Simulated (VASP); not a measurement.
A run of VASP 6.6.1 is set up as follows.

The input INCAR:

```
SYSTEM = TiTe2
  PREC = Accurate
  ENCUT = 520
  EDIFF = 1E-6
  ISMEAR = 0
  SIGMA = 0.05
  LREAL = .FALSE.
  LASPH = .TRUE.
  NELM = 100
  ALGO = Normal
  ISIF = 2
  LWAVE = .FALSE.
  LCHARG = .FALSE.
  GGA = PE
  IVDW = 12
  NBANDS = 19
```

File KPOINTS:

```
Automatic mesh
0
G
  8 8 4
  0 0 0
```

POSCAR

```
TiTe2
1.0
    3.7436374258      0.0000000000      0.0000000000
   -1.8718187129      3.2420851133      0.0000000000
    0.0000000000      0.0000000000      6.4667861203
Ti Te
1 2
Direct
    0.0000000000      0.0000000000      0.0000000000
    0.3333333333      0.6666666667      0.2660358753
    0.6666666667      0.3333333333      0.7339641247
```

Potentials or basis: VASP PAW PBE potentials, release 64 (Ti_sv, Te).

Command:

```sh
$ cat potpaw_PBE.64/Ti_sv/POTCAR potpaw_PBE.64/Te/POTCAR > POTCAR
$ mpirun -np 1 vasp_std > vasp.out
```

Predict the largest force.

0.007 eV/Å.

Estimate the band gap on the k mesh.

zero (band 12 reaches 7.52 eV, above the bottom of band 13 at 6.78 eV).

Forces in eV/Å, atoms in the order of the input:
```
Ti   0.000  0.000  0.000
Te   0.000  0.000  0.007
Te   0.000  0.000 -0.007
```

Caveat: spin-orbit coupling is left out, which moves the levels of the heavy elements.
